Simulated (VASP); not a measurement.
Input of a VASP 6.6.1 run:

Contents of INCAR:

```
SYSTEM = Cd3TeO2
  PREC = Accurate
  ENCUT = 520
  EDIFF = 1E-6
  ISMEAR = 0
  SIGMA = 0.1
  LREAL = .FALSE.
  LASPH = .TRUE.
  NELM = 100
  ALGO = Normal
  ISIF = 2
  LWAVE = .FALSE.
  LCHARG = .FALSE.
  GGA = PE
  NBANDS = 66
```

The input KPOINTS:

```
Automatic mesh
0
G
  6 6 6
  0 0 0
```

Contents of POSCAR:

```
Cd3TeO2
1.0
    6.1299428461      0.0000000000      0.0000000000
    0.0000000000      6.1299428461      0.0000000000
    0.0000000000      0.0000000000      6.1299428461
Cd Te O
6 2 4
Direct
    0.0000000000      0.5000000000      0.5000000000
    0.5000000000      0.0000000000      0.5000000000
    0.5000000000      0.5000000000      0.0000000000
    0.0000000000      0.5000000000      0.0000000000
    0.5000000000      0.0000000000      0.0000000000
    0.0000000000      0.0000000000      0.5000000000
    0.0000000000      0.0000000000      0.0000000000
    0.5000000000      0.5000000000      0.5000000000
    0.2500000000      0.2500000000      0.2500000000
    0.7500000000      0.7500000000      0.2500000000
    0.7500000000      0.2500000000      0.7500000000
    0.2500000000      0.7500000000      0.7500000000
```

Potentials or basis: VASP PAW PBE potentials, release 64 (Cd, Te, O).

The run is started by

```bash
$ cat potpaw_PBE.64/Cd/POTCAR potpaw_PBE.64/Te/POTCAR potpaw_PBE.64/O/POTCAR > POTCAR
$ mpirun -np 1 vasp_std > vasp.out
```

Q: Estimate the pressure.

A: 0.3 GPa.

Q: Predict the band gap on the k mesh.

A: Zero (bands 54 and 55 overlap by 0.42 eV).

Caveat: semilocal functionals underestimate gaps, so a narrow gap can read as zero; spin-orbit coupling is left out, which moves the levels of the heavy elements.
